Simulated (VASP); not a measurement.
# TePb (rock salt type) (R3m) in VASP: notebook, part 2 of 2

VASP 6.6.1.

## 3. Single point, HSE06

Contents of POSCAR:

```
TePb
1.0
    0.0000000000      3.2850000000      3.2850000000
    3.2850000000      0.0000000000      3.2850000000
    3.2850000000      3.2850000000      0.0000000000
Pb Te
1 1
Direct
    0.0052726052      0.0052726052      0.0052726052
    0.5000000000      0.5000000000      0.5000000000
```

Contents of INCAR.step1:

```
ALGO = Normal ; EDIFF = 1E-5
ENCUT = 520 ; GGA = PE
ISIF = 2 ; ISMEAR = -1
LASPH = T ; LREAL = F
LWAVE = T ; NBANDS = 17
NELM = 80 ; PREC = Accurate
SIGMA = 0.05
```

Contents of INCAR.step2:

```
ALGO = Normal ; EDIFF = 1E-6
ENCUT = 520 ; GGA = PE
HFSCREEN = 0.2079 ; ISIF = 2
ISMEAR = -1 ; ISTART = 1
LASPH = T ; LCHARG = T
LELF = T ; LHFCALC = T
LREAL = F ; LVHAR = T
LWAVE = F ; NBANDS = 17
NELM = 80 ; PREC = Accurate
PRECFOCK = Normal ; SIGMA = 0.05
```

Contents of KPOINTS:

```
k-points
0
Gamma
  4 4 4
```

Potentials or basis: VASP PAW PBE potentials, release 64 (Pb_d, Te).

Launch:

```sh
$ cat potpaw_PBE.64/Pb_d/POTCAR potpaw_PBE.64/Te/POTCAR > POTCAR
$ cp INCAR.step1 INCAR
$ mpirun -np 1 vasp_std > vasp.out
$ cp INCAR.step2 INCAR
$ mpirun -np 1 vasp_std > vasp.out
```

OUTCAR:

```text
EDIFF = 1E-6
   ENCUT = 520
   GGA = PE
   HFSCREEN = 0.2079
   ISIF = 2
   ISMEAR = -1
   ISTART = 1
   LASPH = T
   LHFCALC = T
   LREAL = F
   NELM = 80
   PREC = Accurate
   PRECFOCK = Normal

 ion  position               nearest neighbor table
   1  0.005  0.005  0.005-   2 3.25   2 3.25   2 3.25   2 3.32   2 3.32   2 3.32
   2  0.500  0.500  0.500-   1 3.25   1 3.25   1 3.25   1 3.32   1 3.32   1 3.32

  LATTYP: Found a face centered cubic cell.
 ALAT       =     6.5700000000

  Lattice vectors:

 A1 = (   0.0000000000,   3.2850000000,   3.2850000000)
 A2 = (   3.2850000000,   0.0000000000,   3.2850000000)
 A3 = (   3.2850000000,   3.2850000000,   0.0000000000)

Analysis of symmetry for initial positions (statically):
=====================================================================
 Subroutine PRICEL returns:
 Original cell was already a primitive cell.

 Routine SETGRP: Setting up the symmetry group for a
 face centered cubic supercell.
[... 157 lines left out ...]
  ext. energy  EPLUGINS =         0.00000000
  ---------------------------------------------------
  free energy    TOTEN  =        -8.96408419 eV

  energy without entropy =       -8.96408333  energy(sigma->0) =       -8.96408376

 E-fermi :   5.3015     XC(G=0):  -7.5862

 val. band max:        4.6962867191   @ k =   0.5000   0.0000   0.0000
 cond. band min:       5.9077951231   @ k =   0.5000   0.0000   0.0000
 fundamental gap:      1.2115084040
 Fermi energy:         5.3014531901

 k-point     1 :       0.0000    0.0000    0.0000
  band No.  band energies     occupation
      1     -13.7672      2.00000
      2     -13.7672      2.00000
      3     -13.7540      2.00000
      4     -13.7537      2.00000
      5     -13.7537      2.00000
      6      -8.1281      2.00000
[... 237 lines left out ...]
      4     -13.7476      2.00000
      5     -13.7328      2.00000
      6      -6.2836      2.00000
[... 9 lines left out ...]
     16      16.4152      0.00000
     17      16.4305      0.00000

------------------------ aborting loop because EDIFF is reached ----------------------------------------

  FORCE on cell =-STRESS in cart. coord.  units (eV):
  Direction    XX          YY          ZZ          XY          YZ          ZX
  --------------------------------------------------------------------------------------
  -------------------------------------------------------------------------------------
  Total       -0.4840316     -0.4840316     -0.4840316      0.0062885      0.0062885      0.0062885
  in kB      -10.9382579    -10.9382579    -10.9382579      0.1421083      0.1421083      0.1421083
  external PRESSURE =     -10.9382579 kB  Pullay stress =       0.0000000 kB

 VOLUME and BASIS-vectors are now :
 -----------------------------------------------------------------------------
  energy-cutoff  :      520.00
  volume of cell :       70.90
      direct lattice vectors                 reciprocal lattice vectors
     0.000000000  3.285000000  3.285000000    -0.152207002  0.152207002  0.152207002
     3.285000000  0.000000000  3.285000000     0.152207002 -0.152207002  0.152207002
     3.285000000  3.285000000  0.000000000     0.152207002  0.152207002 -0.152207002

 POSITION                                       TOTAL-FORCE (eV/Angst)
 -----------------------------------------------------------------------------------
      0.03464      0.03464      0.03464         0.024199      0.024199      0.024199
      3.28500      3.28500      3.28500        -0.024199     -0.024199     -0.024199
 -----------------------------------------------------------------------------------
    total drift:                                0.000222      0.000218      0.000216

  FREE ENERGIE OF THE ION-ELECTRON SYSTEM (eV)
  ---------------------------------------------------
  free  energy   TOTEN  =        -8.9640841895 eV

  energy  without entropy=       -8.9640833292  energy(sigma->0) =       -8.96408376
```

OUTCAR.step1:

```text
EDIFF = 1E-5
   ENCUT = 520
   GGA = PE
   ISIF = 2
   ISMEAR = -1
[... 467 lines left out ...]
 -----------------------------------------------------------------------------------
      0.03464      0.03464      0.03464         0.016973      0.016973      0.016973
      3.28500      3.28500      3.28500        -0.016973     -0.016973     -0.016973
 -----------------------------------------------------------------------------------
    total drift:                                0.000217      0.000217      0.000217

  FREE ENERGIE OF THE ION-ELECTRON SYSTEM (eV)
  ---------------------------------------------------
  free  energy   TOTEN  =        -7.5165515288 eV

  energy  without entropy=       -7.5165268010  energy(sigma->0) =       -7.51653916
```

OSZICAR.step1:

```text
N       E                     dE             d eps       ncg     rms          rms(c)
DAV:   1     0.153433303315E+03    0.15343E+03   -0.90409E+03   442   0.112E+03
DAV:   2     0.252550124718E+01   -0.15091E+03   -0.14599E+03   468   0.291E+02
DAV:   3    -0.739864451147E+01   -0.99241E+01   -0.98755E+01   579   0.807E+01
DAV:   4    -0.765141550229E+01   -0.25277E+00   -0.25267E+00   562   0.152E+01
DAV:   5    -0.766159561391E+01   -0.10180E-01   -0.10180E-01   648   0.260E+00    0.305E+00
DAV:   6    -0.751843114829E+01    0.14316E+00   -0.32976E-01   632   0.378E+00    0.184E+00
DAV:   7    -0.751451304472E+01    0.39181E-02   -0.90611E-02   548   0.140E+00    0.919E-01
DAV:   8    -0.751679562981E+01   -0.22826E-02   -0.11354E-02   547   0.108E+00    0.185E-01
DAV:   9    -0.751648643902E+01    0.30919E-03   -0.17673E-03   614   0.430E-01    0.695E-02
DAV:  10    -0.751654697947E+01   -0.60540E-04   -0.16865E-04   525   0.845E-02    0.224E-02
DAV:  11    -0.751655152878E+01   -0.45493E-05   -0.31209E-05   556   0.441E-02
   1 F= -.75165515E+01 E0= -.75165392E+01  d E =-.247278E-04
```

Wall time 11 min (1 thread of Intel Xeon 6975P-C (Granite Rapids), shared host); peak memory 0.33 GiB.

Results:

| Quantity | Value |
| --- | --- |
| Free energy | -8.9641 eV |
| Pressure | -1.1 GPa |
| Largest force | 0.042 eV/Å |
| Band gap on the k mesh | 1.21 eV |

Forces on the atoms (eV/Å):
```
Pb   0.024  0.024  0.024
Te  -0.024 -0.024 -0.024
```

Caveat: the PAW data sets were made with another functional, which shifts forces and pressure a little; spin-orbit coupling is left out, which moves the levels of the heavy elements.
